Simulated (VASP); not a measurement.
# Zr12H (a cell with a defect) in VASP: single point with PBE

Aim: the single point of Zr12H (a cell with a defect) with PBE.

All numbers are computed with VASP 6.6.1; they aren't measurements. Logs are shortened: lines on timing, memory, paths and dates and some standing lists are left out, and cuts for length are marked.

**1. The cell of the first run**

The cell holds a defect, 13 atoms: a = 6.460 Å, b = 9.690 Å, c = 5.145 Å, α = 90.00°, β = 90.00°, γ = 120.00°.

**2. Single point, PBE**

File INCAR:

```
SYSTEM = Zr12H
ALGO = Normal ; EDIFF = 1E-6
ENCUT = 520 ; GGA = PE
ISIF = 2 ; ISMEAR = -1
LASPH = .True. ; LCHARG = .False.
LREAL = .False. ; LWAVE = .False.
NBANDS = 84 ; NELM = 80
PREC = Accurate ; SIGMA = 0.1
```

File KPOINTS:

```
k-points
0
Gamma
  3 2 3
  0 0 0
```

File POSCAR:

```
Zr12H
1.0
    6.4600000000      0.0000000000      0.0000000000
   -4.8450000000      8.3917860000      0.0000000000
    0.0000000000      0.0000000000      5.1453900000
Zr H
12 1
Direct
    0.0026075222      0.0033491925      0.0005487689
    0.1682357340      0.2234948958      0.5000526064
    0.0010775381      0.3339865965     -0.0024925756
    0.1660942026      0.5544836190      0.4983096125
    0.0034012155      0.6644249992      0.0003693396
    0.1730672533      0.8913479266      0.5016971124
    0.5013867316      0.0018293863      0.0009921036
    0.6662061785      0.2220987874      0.5018537448
    0.4989579886      0.3324844659     -0.0004987664
    0.6635616838      0.5513649522      0.4999914514
    0.4938942595      0.6647319388     -0.0024878543
    0.6637164135      0.8917609757      0.4991190096
    0.8374948789      0.7814347642      0.2461416472
```

Potentials or basis: VASP PAW PBE potentials, release 64 (Zr_sv, H).

Launch:

```console
$ cat potpaw_PBE.64/Zr_sv/POTCAR potpaw_PBE.64/H/POTCAR > POTCAR
$ mpirun -np 1 vasp_std > vasp.out
```

OUTCAR:

```text
SYSTEM = Zr12H
   EDIFF = 1E-6
   ENCUT = 520
   GGA = PE
   ISIF = 2
   ISMEAR = -1
   LASPH = .True.
   LREAL = .False.
   NELM = 80
   PREC = Accurate

 ion  position               nearest neighbor table
   1  0.003  0.003  0.001-  13 2.25   2 3.17   2 3.17   6 3.19  12 3.19   9 3.20   6 3.20  12 3.20
                             3 3.21   7 3.23   7 3.23  11 3.28   5 3.29
   2  0.168  0.223  0.500-   1 3.17   3 3.17   9 3.17   1 3.17   9 3.17   3 3.19  10 3.19   4 3.21
                             8 3.22   6 3.23   8 3.24  12 3.24
   3  0.001  0.334  0.998-   8 3.16   2 3.17   4 3.17   4 3.17   2 3.19  11 3.19   5 3.19   8 3.20
                             1 3.21   7 3.22   9 3.22   9 3.24
   4  0.166  0.554  0.498-   5 3.15  11 3.16  11 3.16   3 3.17   5 3.17   3 3.17   2 3.21   8 3.23
                            10 3.23  10 3.23  12 3.24   6 3.24
   5  0.003  0.664  0.000-  13 2.29   4 3.15  11 3.17   4 3.17   3 3.19   6 3.20  10 3.20  10 3.20
                             6 3.21   9 3.24   7 3.24   1 3.29  11 3.29
   6  0.173  0.891  0.502-  13 2.29   7 3.16   7 3.16  12 3.17   1 3.19   5 3.20   8 3.20   1 3.20
                             5 3.21   2 3.23   4 3.24  12 3.29  10 3.29
   7  0.501  0.002  0.001-  12 3.15   6 3.16   6 3.16   8 3.16  12 3.17   8 3.17   9 3.21   3 3.22
                             1 3.23   1 3.23  11 3.24   5 3.24
   8  0.666  0.222  0.502-   7 3.16   3 3.16   9 3.17   7 3.17   9 3.19  12 3.19   6 3.20  10 3.20
                             3 3.20   2 3.22   4 3.23   2 3.24
   9  0.499  0.332  1.000-  10 3.16  10 3.16   8 3.17   2 3.17   2 3.17   8 3.19   1 3.20   7 3.21
                             3 3.22  11 3.24   3 3.24   5 3.24
  10  0.664  0.551  0.500-  13 2.33   9 3.16   9 3.16  11 3.19   2 3.19   5 3.20   8 3.20   5 3.20
                            11 3.21   4 3.23   4 3.23   6 3.29  12 3.30
  11  0.494  0.665  0.998-  13 2.31   4 3.16   4 3.16   5 3.17  10 3.19   3 3.19  12 3.19  12 3.21
                            10 3.21   9 3.24   7 3.24   1 3.28   5 3.29
  12  0.664  0.892  0.499-  13 2.30   7 3.15   7 3.17   6 3.17   1 3.19   8 3.19  11 3.19   1 3.20
                            11 3.21   2 3.24   4 3.24   6 3.29  10 3.30
  13  0.837  0.781  0.246-   1 2.25   5 2.29   6 2.29  12 2.30  11 2.31  10 2.33

  LATTYP: Found a simple monoclinic cell.
 ALAT       =     6.4600000000
 B/A-ratio  =     0.7965000000
 C/A-ratio  =     1.3228756308
 COS(beta)  =    -0.1889822400

  Lattice vectors:

 A1 = (   6.4600000000,   0.0000000000,   0.0000000000)
 A2 = (   0.0000000000,   0.0000000000,   5.1453900000)
 A3 = (  -1.6150000000,  -8.3917860000,   0.0000000000)

Analysis of symmetry for initial positions (statically):
=====================================================================
 Subroutine PRICEL returns:
[... 166 lines left out ...]
   IALGO  =     38    algorithm
   IMIX   =      4    mixing-type and parameters
     AMIX     =   0.40;   BMIX     =  1.00
     AMIX_MAG =   1.60;   BMIX_MAG =  1.00
  volume/ion in A,a.u.               =      21.46       144.80
  Fermi-wavevector in a.u.,A,eV,Ry     =   1.316323  2.487490 23.574895  1.732706
  Thomas-Fermi vector in A             =   2.446443
   LORBIT       =      0    0 simple, 1 ext, 2 COOP (PROOUT), +10 PAW based schemes
   GGA     = PE    functional components
   LHFCALC =     F    Hartree Fock is set to
   AEXX    =    0.0000 exact exchange contribution
   IVDW    =     0    specifies the selected vdW correction
   LEPSILON=     F    determine dielectric tensor
   LRPA    =     F    only Hartree local field effects (RPA)
 non-spin polarized calculation
  energy-cutoff  :      520.00
  volume of cell :      278.94
 maximum number of plane-waves:      7545
   NGX = 25   NGY = 37   NGZ = 19

 number of electron     145.0000000 magnetization

 Free energy of the ion-electron system (eV)
  ---------------------------------------------------
  ext. energy  EPLUGINS =         0.00000000
  ---------------------------------------------------
  free energy    TOTEN  =      -106.03315831 eV

  energy without entropy =     -105.44614437  energy(sigma->0) =     -105.73965134

 E-fermi :   9.0456     XC(G=0): -11.1332

 val. band max:        9.0402147022   @ k =   0.0000   0.5000   0.3333
 cond. band min:       9.0514621856   @ k =   0.3333   0.0000   0.3333
 fundamental gap:      0.0112474834
 Fermi energy:         9.0455553297

 k-point     1 :       0.0000    0.0000    0.0000
  band No.  band energies     occupation
      1     -39.7548      2.00000
      2     -39.6762      2.00000
      3     -39.6412      2.00000
      4     -39.6402      2.00000
      5     -39.6269      2.00000
      6     -39.6166      2.00000
[... 859 lines left out ...]
     83       9.7006      0.00286
     84      10.0708      0.00007

------------------------ aborting loop because EDIFF is reached ----------------------------------------

  FORCE on cell =-STRESS in cart. coord.  units (eV):
  Direction    XX          YY          ZZ          XY          YZ          ZX
  --------------------------------------------------------------------------------------
  -------------------------------------------------------------------------------------
  Total        2.4233686      2.4515370      2.7725722      0.0579354     -0.0063785      0.0180771
  in kB       13.9195386     14.0813348     15.9253223      0.3327737     -0.0366371      0.1038326
  external PRESSURE =      14.6420652 kB  Pullay stress =       0.0000000 kB

 VOLUME and BASIS-vectors are now :
 -----------------------------------------------------------------------------
  energy-cutoff  :      520.00
  volume of cell :      278.94
      direct lattice vectors                 reciprocal lattice vectors
     6.460000000  0.000000000  0.000000000     0.154798762  0.089373108  0.000000000
    -4.845000000  8.391786000  0.000000000     0.000000000  0.119164145  0.000000000
     0.000000000  0.000000000  5.145390000     0.000000000  0.000000000  0.194348728

 POSITION                                       TOTAL-FORCE (eV/Angst)
 -----------------------------------------------------------------------------------
      0.00062      0.02811      0.00282        -0.005534      0.009831     -0.025733
      0.00397      1.87552      2.57297         0.009486      0.014752      0.009118
     -1.61120      2.80274      5.13256         0.008659      0.017653     -0.032532
     -1.61350      4.65311      2.56400        -0.006811     -0.025444     -0.012350
     -3.19717      5.57571      0.00190        -0.026956     -0.001461     -0.010937
     -3.20057      7.48000      2.58143        -0.022025     -0.000697      0.031560
      3.23009      0.01535      0.00510         0.005447      0.025283      0.009462
      3.22762      1.86381      2.58223        -0.010565     -0.013626      0.027793
      1.61238      2.79014      5.14282        -0.007581     -0.021468     -0.004013
      1.61525      4.62694      2.57265         0.006224      0.053161     -0.015045
     -0.03007      5.57829      5.13259         0.031475      0.002742     -0.025476
     -0.03297      7.48347      2.56816         0.033167     -0.006690      0.005003
      1.62417      6.55763      1.26649        -0.014988     -0.054036      0.043151
 -----------------------------------------------------------------------------------
    total drift:                               -0.000020     -0.000048      0.000030

  FREE ENERGIE OF THE ION-ELECTRON SYSTEM (eV)
  ---------------------------------------------------
  free  energy   TOTEN  =      -106.0331583149 eV

  energy  without entropy=     -105.4461443736  energy(sigma->0) =     -105.73965134
```

OSZICAR:

```text
N       E                     dE             d eps       ncg     rms          rms(c)
DAV:   1     0.168238298853E+04    0.16824E+04   -0.76450E+04  1680   0.173E+03
DAV:   2     0.521260303279E+02   -0.16303E+04   -0.15970E+04  1888   0.529E+02
DAV:   3    -0.911676474983E+02   -0.14329E+03   -0.13828E+03  2712   0.111E+02
DAV:   4    -0.109243345054E+03   -0.18076E+02   -0.17788E+02  2600   0.340E+01
DAV:   5    -0.110585804885E+03   -0.13425E+01   -0.13293E+01  2400   0.771E+00    0.360E+01
DAV:   6    -0.106697845896E+03    0.38880E+01   -0.70724E+00  2048   0.109E+01    0.141E+01
DAV:   7    -0.106007527282E+03    0.69032E+00   -0.41654E+00  2096   0.750E+00    0.264E+00
DAV:   8    -0.106022794218E+03   -0.15267E-01   -0.80168E-01  2288   0.324E+00    0.243E+00
DAV:   9    -0.106035128883E+03   -0.12335E-01   -0.22600E-01  2232   0.216E+00    0.612E-01
DAV:  10    -0.106037839214E+03   -0.27103E-02   -0.88380E-02  2344   0.137E+00    0.316E-01
DAV:  11    -0.106033095460E+03    0.47438E-02   -0.23976E-02  2232   0.752E-01    0.681E-02
DAV:  12    -0.106033175898E+03   -0.80438E-04   -0.27420E-03  2376   0.157E-01    0.461E-02
DAV:  13    -0.106033160769E+03    0.15128E-04   -0.21938E-04  2472   0.649E-02    0.285E-02
DAV:  14    -0.106033160314E+03    0.45472E-06   -0.40333E-05  2304   0.269E-02    0.163E-02
DAV:  15    -0.106033159604E+03    0.71059E-06   -0.22515E-05  2360   0.207E-02    0.500E-03
DAV:  16    -0.106033158301E+03    0.13030E-05   -0.85150E-06  1704   0.110E-02    0.299E-03
DAV:  17    -0.106033158315E+03   -0.14166E-07   -0.29281E-06  1200   0.410E-03
   1 F= -.10603316E+03 E0= -.10573965E+03  d E =-.587014E+00
```

stdout:

```text
POSCAR found type information on POSCAR ZrH
 POSCAR found :  2 types and      13 ions
 scaLAPACK will be used
 LDA part: xc-table for (Slater+PW92), standard interpolation
 -----------------------------------------------------------------------------
|                                                                             |
|           W    W    AA    RRRRR   N    N  II  N    N   GGGG   !!!           |
|           W    W   A  A   R    R  NN   N  II  NN   N  G    G  !!!           |
|           W    W  A    A  R    R  N N  N  II  N N  N  G       !!!           |
|           W WW W  AAAAAA  RRRRR   N  N N  II  N  N N  G  GGG   !            |
|           WW  WW  A    A  R   R   N   NN  II  N   NN  G    G                |
|           W    W  A    A  R    R  N    N  II  N    N   GGGG   !!!           |
|                                                                             |
|     Your reciprocal lattice and k-lattice belong to different lattice       |
|     classes:                                                                |
|                                                                             |
|        The reciprocal lattice is simple monoclinic,                         |
|        whereas your k-lattice is hexagonal.                                 |
|                                                                             |
|     Results are often still useful ...                                      |
|                                                                             |
 -----------------------------------------------------------------------------

 POSCAR, INCAR and KPOINTS ok, starting setup
 FFT: planning ... GRIDC
 FFT: planning ... GRID_SOFT
 FFT: planning ... GRID
 WAVECAR not read
 entering main loop
```

It took 6.6 min on 1 thread of AMD EPYC 7R43 (Zen 3), shared host; peak memory 0.39 GiB.

Results:

- Free energy: -106.0332 eV
- Pressure: 1.5 GPa
- Largest force: 0.071 eV/Å

Forces on the atoms (eV/Å):
```
Zr  -0.006  0.010 -0.026
Zr   0.009  0.015  0.009
Zr   0.009  0.018 -0.033
Zr  -0.007 -0.025 -0.012
Zr  -0.027 -0.001 -0.011
Zr  -0.022 -0.001  0.032
Zr   0.005  0.025  0.009
Zr  -0.011 -0.014  0.028
Zr  -0.008 -0.021 -0.004
Zr   0.006  0.053 -0.015
Zr   0.031  0.003 -0.025
Zr   0.033 -0.007  0.005
H   -0.015 -0.054  0.043
```

Stress tensor (GPa, compression positive):
```
1.39 0.03 0.01
0.03 1.41 0.00
0.01 0.00 1.59
```

Levels at points of the mesh, in eV from the Fermi level:
| k point | band 70 | band 71 | band 72 | band 73 | band 74 | band 75 |
| --- | --- | --- | --- | --- | --- | --- |
| (0.00, 0.00, 0.00) | -0.26 | 0.12 | 0.33 | 0.50 | 0.65 | 0.75 |
| (0.00, 0.50, 0.00) | -0.09 | -0.07 | -0.02 | 0.13 | 0.33 | 0.45 |

Caveat: the k points lie up to 0.41 Å⁻¹ apart.
